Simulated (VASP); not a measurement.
Input of a VASP 6.6.1 run:

File INCAR:

```
PREC = Accurate
ENCUT = 520
EDIFF = 1E-8
ISMEAR = -1
SIGMA = 0.08
LREAL = F
LASPH = T
NELM = 80
ALGO = Normal
ISIF = 2
LWAVE = F
LCHARG = F
GGA = PS
LEFG = T
NBANDS = 18
```

File KPOINTS:

```
Automatic mesh
0
Gamma
  16 16 16
```

Contents of POSCAR:

```
Si2Mo
1.0
   -1.5840000000      1.5840000000      3.9305000000
    1.5840000000     -1.5840000000      3.9305000000
    1.5840000000      1.5840000000     -3.9305000000
Si Mo
2 1
Direct
    0.3330000000      0.3330000000      0.0000000000
    0.6670000000      0.6670000000      0.0000000000
    0.0000000000      0.0000000000      0.0000000000
```

Potentials or basis: VASP PAW PBE potentials, release 64 (Si, Mo_sv).

The run is started by

```bash
$ cat potpaw_PBE.64/Si/POTCAR potpaw_PBE.64/Mo_sv/POTCAR > POTCAR
$ mpirun -np 1 vasp_std > vasp.out
```

Question: Estimate the pressure.

Answer: 1.9 GPa.

Question: Predict the band gap on the k mesh.

Answer: Zero (band 11 reaches 13.07 eV, above the bottom of band 12 at 12.04 eV).

Question: What does it give for the largest force?

Answer: 0.293 eV/Å.

Stress tensor (GPa, compression positive):
```
 3.48  0.00  0.00
 0.00  3.48  0.00
 0.00  0.00 -1.21
```

Caveat: the cell differs from its parent crystal (equal xx and yy strain of -1 %); without QUAD_EFG the Cq values of the log hold for a quadrupole moment of 1 mb, not for the nuclei; the PAW data sets were made with another functional, which shifts forces and pressure a little.
